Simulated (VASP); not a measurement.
Wanted: the native input for a VASP 6.6.1 run.

| Property | Result |
| --- | --- |
| Task | single point |
| Functional | RPBE |
| Potentials or basis | VASP PAW PBE potentials, release 64 (Hf_pv, O) |
| Cutoff | 520 eV |
| k mesh | 5 × 6 × 5 |
| Occupations | fermi-dirac, width 0.05 eV |
| Spin | no spin polarisation |
| Dipole correction | no |
| Further INCAR settings | ALGO = Normal; EDIFF = 1e-06; NBANDS = 56 |

The structure of HfO2 lies in POSCAR:

```
HfO2
1.0
    5.3218317680      0.0000000000      0.0000000000
    0.0000000000      5.1029212315      0.0000000000
    0.0000000000      0.0000000000      5.1313902082
Hf O
4 8
Direct
    0.9669940000      0.7325208200      0.7414403500
    0.5330060000      0.7325208200      0.2414403500
    0.4669940000      0.2674791800      0.7414403500
    0.0330060000      0.2674791800      0.2414403500
    0.6321274500      0.9286454000      0.8792672600
    0.8678725500      0.9286454000      0.3792672600
    0.2339485200      0.5398830500      0.4922923900
    0.2660514800      0.5398830500      0.9922923900
    0.7660514800      0.4601169500      0.9922923900
    0.7339485200      0.4601169500      0.4922923900
    0.1321274500      0.0713546000      0.8792672600
    0.3678725500      0.0713546000      0.3792672600
```

These files were run (other wordings do the same):

INCAR

```
SYSTEM = HfO2
PREC = Accurate
ENCUT = 520
EDIFF = 1E-6
ISMEAR = -1
SIGMA = 0.05
LREAL = .False.
LASPH = .True.
NELM = 60
ALGO = Normal
ISIF = 2
LWAVE = .False.
LCHARG = .False.
GGA = RP
NBANDS = 56
```

KPOINTS

```
Automatic mesh
0
Gamma
  5 6 5
  0 0 0
```

Potentials or basis: VASP PAW PBE potentials, release 64 (Hf_pv, O).

Command:

```bash
$ cat potpaw_PBE.64/Hf_pv/POTCAR potpaw_PBE.64/O/POTCAR > POTCAR
$ mpirun -np 1 vasp_std > vasp.out
```

It gave:

The pressure is -3.2 GPa. The largest force is 0.174 eV/Å and the band gap on the k mesh is 4.31 eV, indirect (least direct gap 4.50 eV).

Caveat: the PAW data sets were made with another functional, which shifts forces and pressure a little; spin-orbit coupling is left out, which moves the levels of the heavy elements.

It took 7.2 min on 1 thread of AMD EPYC 7R43 64-Core Processor (Zen 3), with other jobs on the host, peak memory 0.32 GiB.
